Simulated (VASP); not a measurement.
# Cs (I4_1/amd) in VASP: density of states with PBE

Aim: the density of states of Cs with PBE.

Everything below comes from runs of VASP 6.6.1. Logs are shortened: lines on timing, memory, paths and dates and some standing lists are left out, and cuts for length are marked.

**1. The cell of the first run**

Symmetry: I4_1/amd, No. 141, tetragonal system. The conventional cell has a = 5.148 Å, b = 5.148 Å, c = 18.564 Å, α = 90.00°, β = 90.00°, γ = 90.00°.

**2. Density of states, PBE**

POSCAR reads:

```
Cs
1.0
   -2.5738604630      2.5738604630      9.2820982162
    2.5738604630     -2.5738604630      9.2820982162
    2.5738604630      2.5738604630     -9.2820982162
Cs
2
Direct
    0.2500000000      0.7500000000      0.5000000000
    0.5000000000      0.5000000000      0.0000000000
```

INCAR.step1 reads:

```
PREC = Accurate ; ENCUT = 520
EDIFF = 1E-6 ; ISMEAR = 0
SIGMA = 0.1 ; LREAL = False
LASPH = True ; NELM = 100
ALGO = Normal ; ISIF = 2
LWAVE = False ; LCHARG = True
GGA = PE ; NBANDS = 16
```

KPOINTS.step1 reads:

```
regular mesh
0
Gamma
  12 12 12
```

INCAR.step2 reads:

```
PREC = Accurate ; ENCUT = 520
EDIFF = 1E-6 ; ISMEAR = -5
SIGMA = 0.1 ; LREAL = False
LASPH = True ; NELM = 100
ALGO = Normal ; ISIF = 2
LWAVE = False ; LCHARG = False
GGA = PE ; LORBIT = 11
NEDOS = 2001 ; ICHARG = 11
```

KPOINTS.step2 reads:

```
regular mesh
0
Gamma
  18 18 18
```

Potentials or basis: VASP PAW PBE potentials, release 64 (Cs_sv).

Command:

```sh
cat potpaw_PBE.64/Cs_sv/POTCAR > POTCAR
cp INCAR.step1 INCAR
cp KPOINTS.step1 KPOINTS
mpirun -np 1 vasp_std > vasp.out
cp INCAR.step2 INCAR
cp KPOINTS.step2 KPOINTS
mpirun -np 1 vasp_std > vasp.out
```

OUTCAR:

```text
PREC = Accurate
   ENCUT = 520
   EDIFF = 1E-6
   ISMEAR = -5
   LREAL = False
   LASPH = True
   NELM = 100
   ISIF = 2
   GGA = PE
   LORBIT = 11
   ICHARG = 11

 ion  position               nearest neighbor table
   1  0.250  0.750  0.500-
   2  0.500  0.500  0.000-

  LATTYP: Found a body centered tetragonal cell.
 ALAT       =     5.1477209260
 C/A-ratio  =     3.6062942609

  Lattice vectors:

 A1 = (  -2.5738604630,   2.5738604630,   9.2820982162)
 A2 = (   2.5738604630,  -2.5738604630,   9.2820982162)
 A3 = (   2.5738604630,   2.5738604630,  -9.2820982162)

Analysis of symmetry for initial positions (statically):
=====================================================================
 Subroutine PRICEL returns:
 Original cell was already a primitive cell.

 Routine SETGRP: Setting up the symmetry group for a
 body centered tetragonal supercell.

 Subroutine GETGRP returns: Found 16 space group operations
 (whereof  8 operations were pure point group operations)
 out of a pool of 16 trial point group operations.

The static configuration has the point symmetry D_2d.
 The point group associated with its full space group is D_4h.

Analysis of symmetry for dynamics (positions and initial velocities):
=====================================================================
 Subroutine PRICEL returns:
 Original cell was already a primitive cell.

 Routine SETGRP: Setting up the symmetry group for a
 body centered tetragonal supercell.

 Subroutine GETGRP returns: Found 16 space group operations
 (whereof  8 operations were pure point group operations)
 out of a pool of 16 trial point group operations.

The dynamic configuration has the point symmetry D_2d.
 The point group associated with its full space group is D_4h.

 Subroutine INISYM returns: Found 16 space group operations
 (whereof  8 operations are pure point group operations),
 and found     1 'primitive' translations

----------------------------------------------------------------------------------------

                                     Primitive cell

  volume of cell :     245.9666

  direct lattice vectors                    reciprocal lattice vectors
    -2.573860463  2.573860463  9.282098216     0.000000000  0.194260725  0.053867131
     2.573860463 -2.573860463  9.282098216     0.194260725  0.000000000  0.053867131
     2.573860463  2.573860463 -9.282098216     0.194260725  0.194260725  0.000000000

  length of vectors
     9.970299026  9.970299026  9.970299026     0.201590915  0.201590915  0.274726152

  position of ions in fractional coordinates (direct lattice)
     0.250000000  0.750000000  0.500000000
     0.500000000  0.500000000  0.000000000

  ion indices of the primitive-cell ions
   primitive index   ion index
                 1           1
                 2           2

----------------------------------------------------------------------------------------

 KPOINTS: regular mesh

Automatic generation of k-mesh.
 Grid dimensions read from file:
 generate k-points for:   18   18   18

 Generating k-lattice:

  Cartesian coordinates                     Fractional coordinates (reciprocal lattice)
     0.000000000  0.010792263  0.002992618     0.055555556  0.000000000 -0.000000000
     0.010792263  0.000000000  0.002992618     0.000000000  0.055555556 -0.000000000
     0.010792263  0.010792263  0.000000000     0.000000000  0.000000000  0.055555556

  Length of vectors
     0.011199495  0.011199495  0.015262564

  Shift w.r.t. Gamma in fractional coordinates (k-lattice)
     0.000000000  0.000000000  0.000000000

 TETIRR: Found   7414 inequivalent tetrahedra from    34992

 Subroutine IBZKPT returns following result:
 ===========================================

 Found    480 irreducible k-points:

 Following reciprocal coordinates:
            Coordinates               Weight
  0.000000  0.000000  0.000000      1.000000
  0.055556  0.000000  0.000000      8.000000
  0.111111  0.000000  0.000000      8.000000
  0.166667  0.000000  0.000000      8.000000
  0.222222  0.000000  0.000000      8.000000
  0.277778 -0.000000  0.000000      8.000000
[... 16 lines left out ...]
 -0.277778  0.055556 -0.000000     16.000000
 -0.222222  0.055556  0.000000     16.000000
 [... further k-points ...]
   k-points           NKPTS =    480   k-points in BZ     NKDIM =    480   number of bands    NBANDS=     13
   number of dos      NEDOS =   2001   number of ions     NIONS =      2
   total plane-waves  NPLWV = 512000
   dimension x,y,z NGX =    80 NGY =   80 NGZ =   80
   dimension x,y,z NGXF=   160 NGYF=  160 NGZF=  160
   ions per type =               2
   NGX,Y,Z   is equivalent  to a cutoff of  13.34, 13.34, 13.34 a.u.
   NGXF,Y,Z  is equivalent  to a cutoff of  26.68, 26.68, 26.68 a.u.
 SYSTEM =  unknown system
   PREC   = accura    normal or accurate (medium, high low for compatibility)
   ISTART =      0    job   : 0-new  1-cont  2-samecut
   ICHARG =     11    charge: 1-file 2-atom 10-const
   ISPIN  =      1    spin polarized calculation?
   LNONCOLLINEAR =      F non collinear calculations
   LSORBIT =      F    spin-orbit coupling
   LASPH  =      T    aspherical Exc in radial PAW
   ENCUT  =  520.0 eV  38.22 Ry    6.18 a.u.  18.54 18.54 18.54*2*pi/ulx,y,z
   NELM   =    100;   NELMIN=  2; NELMDL=  0     # of ELM steps
   EDIFF  = 0.1E-05   stopping-criterion for ELM
   LREAL  =      F    real-space projection
   EDIFFG = 0.1E-04   stopping-criterion for IOM
   NSW    =      0    number of steps for IOM
   IBRION =     -1    ionic relax: 0-MD 1-quasi-New 2-CG
   NFREE  =      0    steps in history (QN), initial steepest desc. (CG)
   ISIF   =      2    stress and relaxation
   ISYM   =      2    0-nonsym 1-usesym 2-fastsym
   POTIM  = 0.5000    time-step for ionic-motion
   TEBEG  =    0.0;   TEEND  =   0.0 temperature during run
   PSTRESS=    0.0 pullay stress
   NELECT =      18.0000    total number of electrons
   NUPDOWN=      -1.0000    fix difference up-down
   EMIN   =  10.00;   EMAX   =-10.00  energy-range for DOS
   EFERMI =   0.00;   METHOD = LEGACY
   ISMEAR =    -5;   SIGMA  =   0.10  broadening in eV -4-tet -1-fermi 0-gaus
   EFERMI_NEDOS =   21; number of points for ismear=-14 and -15
   IALGO  =     38    algorithm
   IMIX   =      4    mixing-type and parameters
     AMIX     =   0.40;   BMIX     =  1.00
     AMIX_MAG =   1.60;   BMIX_MAG =  1.00
  volume/ion in A,a.u.               =     122.98       829.93
  Fermi-wavevector in a.u.,A,eV,Ry     =   0.684763  1.294014  6.379777  0.468900
  Thomas-Fermi vector in A             =   1.764510
   LORBIT       =     11    0 simple, 1 ext, 2 COOP (PROOUT), +10 PAW based schemes
   GGA     = PE    functional components
   LHFCALC =     F    Hartree Fock is set to
   AEXX    =    0.0000 exact exchange contribution
   IVDW    =     0    specifies the selected vdW correction
   LEPSILON=     F    determine dielectric tensor
   LRPA    =     F    only Hartree local field effects (RPA)
 non-spin polarized calculation
 Fermi weights with tetrahedron method with Bloechl corrections
  energy-cutoff  :      520.00
  volume of cell :      245.97
 maximum number of plane-waves:      6672
 NGX is ok and might be reduce to    80

 number of electron      18.0000000 magnetization

 Free energy of the ion-electron system (eV)
  ---------------------------------------------------
  ext. energy  EPLUGINS =         0.00000000
  ---------------------------------------------------
  free energy    TOTEN  =        -1.59505856 eV

  energy without entropy =       -1.59505856  energy(sigma->0) =       -1.59505856

 E-fermi :   0.3081     XC(G=0):  -5.2322

 val. band max:        0.3272959111   @ k =  -0.3333   0.3333   0.2222
 cond. band min:       0.3030211379   @ k =  -0.1667  -0.2778   0.0556
 fundamental gap:     -0.0242747732
 Fermi energy:         0.3080899642

 k-point     1 :       0.0000    0.0000    0.0000
  band No.  band energies     occupation
      1     -23.6650      2.00000
      2     -23.6590      2.00000
      3     -10.5413      2.00000
      4     -10.4131      2.00000
      5     -10.4131      2.00000
      6     -10.4060      2.00000
      7     -10.4060      2.00000
      8     -10.4017      2.00000
      9      -1.3037      2.00000
     10       0.2742      2.07574
     11       0.9499      0.00000
     12       1.8776      0.00000
     13       1.8829      0.00000

 k-point     2 :       0.0556    0.0000    0.0000
  band No.  band energies     occupation
      1     -23.6648      2.00000
      2     -23.6589      2.00000
      3     -10.5402      2.00000
      4     -10.4177      2.00000
      5     -10.4129      2.00000
      6     -10.4098      2.00000
      7     -10.4055      2.00000
      8     -10.4014      2.00000
      9      -1.2781      2.00000
     10       0.2919      1.48147
     11       0.9574      0.00000
     12       1.8809      0.00000
     13       1.8904      0.00000

 k-point     3 :       0.1111    0.0000    0.0000
  band No.  band energies     occupation
      1     -23.6643      2.00000
      2     -23.6586      2.00000
      3     -10.5370      2.00000
      4     -10.4296      2.00000
      5     -10.4207      2.00000
      6     -10.4124      2.00000
      7     -10.4042      2.00000
      8     -10.4016      2.00000
      9      -1.2023      2.00000
     10       0.3415      0.22617
     11       0.9811      0.00000
     12       1.8806      0.00000
     13       1.9112      0.00000

 k-point     4 :       0.1667    0.0000    0.0000
  band No.  band energies     occupation
      1     -23.6636      2.00000
      2     -23.6582      2.00000
      3     -10.5321      2.00000
      4     -10.4471      2.00000
      5     -10.4368      2.00000
      6     -10.4116      2.00000
      7     -10.4031      2.00000
      8     -10.4021      2.00000
      9      -1.0789      2.00000
     10       0.4130     -0.08036
     11       1.0243      0.00000
     12       1.8453      0.00000
     13       1.9318      0.00000

 k-point     5 :       0.2222    0.0000    0.0000
  band No.  band energies     occupation
      1     -23.6626      2.00000
      2     -23.6576      2.00000
      3     -10.5264      2.00000
      4     -10.4681      2.00000
      5     -10.4556      2.00000
      6     -10.4105      2.00000
      7     -10.4056      2.00000
      8     -10.3998      2.00000
      9      -0.9125      2.00000
     10       0.4923     -0.03772
     11       1.0898      0.00000
     12       1.7416      0.00000
     13       1.9242      0.00000
[... 257 lines left out ...]
 k-point    22 :      -0.3333    0.0556    0.0000
  band No.  band energies     occupation
      1     -23.6605      2.00000
      2     -23.6564      2.00000
      3     -10.5236      2.00000
      4     -10.5091      2.00000
      5     -10.4849      2.00000
      6     -10.4147      2.00000
      7     -10.4077      2.00000
      8     -10.3991      2.00000
      9      -0.4694      2.00000
     10       0.7042      0.00000
     11       1.2322      0.00000
     12       1.3719      0.00000
     13       1.7557      0.00000

 k-point    23 :      -0.2778    0.0556   -0.0000
  band No.  band energies     occupation
      1     -23.6615      2.00000
      2     -23.6569      2.00000
      3     -10.5228      2.00000
      4     -10.4888      2.00000
      5     -10.4740      2.00000
      6     -10.4142      2.00000
      7     -10.4055      2.00000
      8     -10.4015      2.00000
      9      -0.7009      2.00000
     10       0.6510      0.00000
     11       1.1357      0.00000
     12       1.5998      0.00000
     13       1.8627      0.00000

 k-point    24 :      -0.2222    0.0556    0.0000
  band No.  band energies     occupation
      1     -23.6625      2.00000
      2     -23.6575      2.00000
      3     -10.5271      2.00000
      4     -10.4668      2.00000
      5     -10.4562      2.00000
      6     -10.4149      2.00000
      7     -10.4040      2.00000
      8     -10.4031      2.00000
      9      -0.9016      2.00000
     10       0.5761     -0.00057
     11       1.0456      0.00000
     12       1.7820      0.00000
     13       1.9326      0.00000

 [... further k-points ...]
[... 5 lines left out ...]
  --------------------------------------------------------------------------------------
  -------------------------------------------------------------------------------------
  Total        0.0131859      0.0131859     -0.0166105      0.0000000     -0.0000000      0.0000000
  in kB        0.0858905      0.0858905     -0.1081977      0.0000000     -0.0000000      0.0000000
  external PRESSURE =       0.0211944 kB  Pullay stress =       0.0000000 kB

 VOLUME and BASIS-vectors are now :
 -----------------------------------------------------------------------------
  energy-cutoff  :      520.00
  volume of cell :      245.97
      direct lattice vectors                 reciprocal lattice vectors
    -2.573860463  2.573860463  9.282098216     0.000000000  0.194260725  0.053867131
     2.573860463 -2.573860463  9.282098216     0.194260725  0.000000000  0.053867131
     2.573860463  2.573860463 -9.282098216     0.194260725  0.194260725  0.000000000

 POSITION                                       TOTAL-FORCE (eV/Angst)
 -----------------------------------------------------------------------------------
      2.57386      0.00000      4.64105        -0.000000      0.000000      0.000000
      0.00000      0.00000      9.28210         0.000000     -0.000000     -0.000000
 -----------------------------------------------------------------------------------
    total drift:                                0.000000     -0.000000      0.000000

  FREE ENERGIE OF THE ION-ELECTRON SYSTEM (eV)
  ---------------------------------------------------
  free  energy   TOTEN  =        -1.5950585637 eV

  energy  without entropy=       -1.5950585637  energy(sigma->0) =       -1.59505856

 total charge

# of ion       s       p       d       tot
------------------------------------------
    1        1.855   4.680   0.008   6.543
    2        1.855   4.680   0.008   6.543
--------------------------------------------------
tot          3.711   9.360   0.016  13.087
```

Wall time 63 min (1 thread of Intel Xeon Platinum 8259CL at 2.50GHz (Skylake/Cascade Lake), shared host); peak memory 1.8 GiB.

What came out:

```
Valence electrons inside the program's atomic spheres : Cs 6.54
```

Caveat: spin-orbit coupling is left out, which moves the levels of the heavy elements; tetrahedron occupations give inexact forces and stress in metals.
